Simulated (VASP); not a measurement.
Here is a VASP 6.6.1 calculation.

The input INCAR:

```
PREC = Accurate
ENCUT = 600
EDIFF = 1E-6
ISMEAR = -1
SIGMA = 0.02
LREAL = F
LASPH = T
NELM = 120
ALGO = Normal
ISIF = 2
LWAVE = F
LCHARG = T
GGA = PE
LELF = T
LVHAR = T
NBANDS = 25
GGA_COMPAT = F
```

KPOINTS

```
regular mesh
0
Gamma
  6 6 8
```

The input POSCAR:

```
MgF2
1.0
    4.6220159946      0.0000000000      0.0000000000
    0.0000000000      4.6220159946      0.0000000000
    0.0000000000      0.0000000000      3.0461117595
Mg F
2 4
Direct
    0.0000000000      0.0000000000      0.0000000000
    0.5000000000      0.5000000000      0.5000000000
    0.3029505751      0.3029505751      0.0000000000
    0.1970494249      0.8029505751      0.5000000000
    0.8029505751      0.1970494249      0.5000000000
    0.6970494249      0.6970494249      0.0000000000
```

Potentials or basis: VASP PAW PBE potentials, release 64 (Mg, F).

Launch:

```bash
$ cat potpaw_PBE.64/Mg/POTCAR potpaw_PBE.64/F/POTCAR > POTCAR
$ mpirun -np 1 vasp_std > vasp.out
```

Q: Predict the pressure.

A: 3.9 GPa.

Q: Estimate the largest force.

A: 0.026 eV/Å.

Q: Predict the band gap on the k mesh.

A: 7.12 eV.

Stress tensor (GPa, compression positive):
```
3.71 0.00 0.00
0.00 3.71 0.00
0.00 0.00 4.14
```

Caveat: the cell stands under pressure; the structure was generated, so it needn't be the stable form of MgF2. A k mesh can miss the band edges.
